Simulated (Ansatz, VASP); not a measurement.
NaLa: VASP beside Ansatz

INCAR

```
PREC = Accurate
ENCUT = 520
EDIFF = 1E-6
ISMEAR = -1
SIGMA = 0.05
LREAL = F
LASPH = T
NELM = 60
ALGO = Normal
ISIF = 2
LWAVE = F
LCHARG = F
GGA = RP
NBANDS = 16
```

Contents of KPOINTS:

```
regular mesh
0
Gamma
  5 5 3
```

The input POSCAR:

```
NaLa
1.0
    3.6062507687      0.0000000000      0.0000000000
   -1.8031253843      3.1231047781      0.0000000000
    0.0000000000      0.0000000000      6.4837820000
La Na
1 1
Direct
    0.3333333333      0.6666666667      0.5000000000
    0.0000000000      0.0000000000      0.0000000000
```

File input.yaml:

```yaml
crystal:
  lattice:
    - [3.6062507687, 0.0, 0.0]
    - [-1.8031253843, 3.1231047781, 0.0]
    - [0.0, 0.0, 6.483782]
  atoms:
    - { symbol: La, position: [0.3333333333, 0.6666666667, 0.5] }
    - { symbol: Na, position: [0.0, 0.0, 0.0] }
hamiltonian:
  xc: rpbe
  pseudopotentials: { kind: paw }
kpoints:
  mp_grid: { grid: [5, 5, 3] }
  band_path:
    path:
      - [[0.0, 0.0, 0.0], [0.5, 0.0, 0.0], [0.3333333333, 0.3333333333, 0.0], [0.0, 0.0, 0.0], [0.0, 0.0, 0.5], [0.5, 0.0, 0.5], [0.3333333333, 0.3333333333, 0.5], [0.0, 0.0, 0.5]]
      - [[0.5, 0.0, 0.5], [0.5, 0.0, 0.0]]
      - [[0.3333333333, 0.3333333333, 0.0], [0.3333333333, 0.3333333333, 0.5]]
    npoints: 14
scf:
  occupations: { method: fermi_dirac, width: 0.05 }
  n_extra_bands: 6
output:
  forces: true
  stress: true
  eigenvalues: true
  fatbands: false
```

Alike in both runs: functional RPBE; k mesh 5 × 5 × 3; occupations fermi-dirac, width 0.05 eV; no spin polarisation.

|  | VASP | Ansatz |
| --- | --- | --- |
| version | VASP 6.6.1 | Ansatz 0.2.0 |
| potentials or method | VASP PAW PBE potentials, release 64 (La, Na_pv) | Ansatz PAW |
| plane-wave cutoff (eV) | 520 | 420 |
| valence electrons in the cell | 18 | 20 |
| task | single point | band structure |

VASP gave:

| Property | Result |
| --- | --- |
| gap on the k mesh at the Fermi level (eV) | none |
| pressure (GPa) | 1.1 |
| traceless stress, the component that is largest in VASP (GPa) | -0.45 |

Which values does Ansatz return?

gap on the k mesh at the Fermi level (eV): none; pressure (GPa): 1.1; traceless stress, the component that is largest in VASP (GPa): -0.44.

VASP's potentials were made for PBE, not for RPBE. A gap of «none» marks a metal or a gap that the smearing closes. VASP's potentials hold 18 valence electrons a cell and Ansatz's 20, so a difference there can come from the potentials and not from the codes.

The k mesh is coarse, so the values compare programs but aren't converged. Spin-orbit coupling is off throughout.
